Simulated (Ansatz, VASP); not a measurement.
# Sb in VASP and in Ansatz

```
Sb
1.0
     3.16000    0.00000    0.00000
     0.00000    3.16000    0.00000
     0.00000    0.00000    3.16000
Sb
1
Direct
  0.00000 0.00000 0.00000
```

Alike in both runs: functional LDA; k mesh 6 × 6 × 6; occupations fermi-dirac, width 0.05 eV; non-collinear spin, spin-orbit coupling.

|  | VASP | Ansatz |
| --- | --- | --- |
| version | VASP 6.6.1 | Ansatz 0.2.0 |
| potentials or method | VASP PAW LDA potentials, release 64 (Sb) | Ansatz PAW |
| plane-wave cutoff (eV) | 520 | 420 |
| valence electrons in the cell | 5 | 15 |
| task | single point | band structure |

|  | VASP | Ansatz | Ansatz less VASP |
| --- | --- | --- | --- |
| pressure (GPa) | -5.2 | -5.3 | -0.11 |
| net moment per atom (μB) | 0.00 | 0.00 | 0.000 |

LDA's correlation is that of Perdew and Zunger in VASP and of Perdew and Wang (1992) in Ansatz. VASP's potentials hold 5 valence electrons a cell and Ansatz's 15, so a difference there can come from the potentials and not from the codes.
